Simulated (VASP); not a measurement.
# B5P: relaxation of cell and atoms with PBE

B5P:

```
B P
1.0
     4.24502   -2.96474    0.00000
     4.24502    2.96474    0.00000
    -2.97160    0.00000    4.15147
B P
10 2
Direct
  0.81981 0.31821 0.92918
  0.31821 0.81981 0.92918
  0.18019 0.68179 0.07082
  0.68179 0.18019 0.07082
  0.00472 0.00472 0.67062
  0.99528 0.99528 0.32938
  0.99877 0.65903 0.66466
  0.00123 0.34097 0.33534
  0.65903 0.99877 0.66466
  0.34097 0.00123 0.33534
  0.28988 0.28988 0.10225
  0.71012 0.71012 0.89775
```

* Program: VASP 6.6.1
* Task: relaxation of cell and atoms
* Functional: PBE
* Potentials or basis: VASP PAW PBE potentials, release 64 (B, P)
* Cutoff: 500 eV
* k mesh: 8 × 8 × 8
* Occupations: gaussian, width 0.1 eV
* Spin: no spin polarisation
* Dipole correction: no
* Further INCAR settings: ALGO = Normal; EDIFF = 1e-07; IBRION = 2; EDIFFG = -0.01; NSW = 100; ISIF = 3

| Item | Value |
| --- | --- |
| Relaxed volume | 8.69 Å³/atom |
| Relaxed cell | a = 5.173 Å, b = 5.173 Å, c = 5.101 Å, α = 118.45°, β = 118.45°, γ = 70.02° |
| Space group after relaxing (to 0.1 Å) | C2/m (No. 12) |
| Energy gained by relaxing | 0.2 meV/atom |
| Ionic steps | 8 |
| Pressure after relaxing | 0.0 GPa |
| Largest force after relaxing | 0.006 eV/Å |
| Band gap on the k mesh | zero (bands 20 and 21 overlap by 0.75 eV) |

Forces on the atoms (eV/Å):
```
B    0.005 -0.003  0.000
B    0.005  0.003  0.000
B   -0.005  0.003  0.000
B   -0.005 -0.003  0.000
B    0.001  0.000  0.000
B   -0.001  0.000  0.000
B   -0.001 -0.001 -0.001
B    0.001  0.001  0.001
B   -0.001  0.001 -0.001
B    0.001 -0.001  0.001
P    0.001  0.000 -0.002
P   -0.001  0.000  0.002
```

Step by step:
```
step  energy change (eV)  largest force (eV/Å)  pressure (GPa)  volume (Å³)
   1              0.0000                0.0833           -0.16       104.50
   2             -0.0016                0.0478            0.00       104.37
   3             -0.0017                0.0350           -0.03       104.39
   4             -0.0019                0.0308            0.00       104.36
   5             -0.0019                0.0290            0.00       104.36
   6             -0.0021                0.0159            0.00       104.34
   7             -0.0021                0.0153           -0.01       104.33
   8             -0.0021                0.0056            0.01       104.32
```

Final structure:
```
CELL_PARAMETERS angstrom
4.23670 -2.96749 -0.00067
4.23670 2.96749 -0.00067
-2.96643 0.00000 4.14939
ATOMIC_POSITIONS crystal
B 0.82005 0.31847 0.92957
B 0.31847 0.82005 0.92957
B 0.17995 0.68153 0.07043
B 0.68153 0.17995 0.07043
B 0.00469 0.00469 0.67063
B 0.99531 0.99531 0.32937
B 0.99746 0.65910 0.66445
B 0.00254 0.34090 0.33555
B 0.65910 0.99746 0.66445
B 0.34090 0.00254 0.33555
P 0.29034 0.29034 0.10350
P 0.70966 0.70966 0.89650
```

Levels at points of the mesh, in eV from the Fermi level:
```csv
k point,band 18,band 19,band 20,band 21,band 22,band 23
"(0.00, 0.00, 0.00)",-1.50,-0.92,-0.69,0.51,2.24,3.40
"(0.50, 0.00, 0.00)",-1.77,-1.46,-1.45,0.81,1.74,1.83
"(0.50, 0.50, 0.00)",-2.94,-2.45,-0.79,0.81,1.26,1.65
"(0.00, 0.00, 0.50)",-2.22,-0.76,-0.21,0.47,1.75,2.32
"(0.50, 0.00, 0.50)",-3.01,-1.91,-1.47,0.53,1.21,2.41
"(0.50, 0.50, 0.50)",-2.61,-1.89,-1.36,1.17,1.45,2.49
```

It took 46 min on 1 thread of Oxide Virtual Turin-like Processor (shared host), peak memory 0.42 GiB.

Caveat: semilocal functionals underestimate gaps, and a narrow one can read as zero.
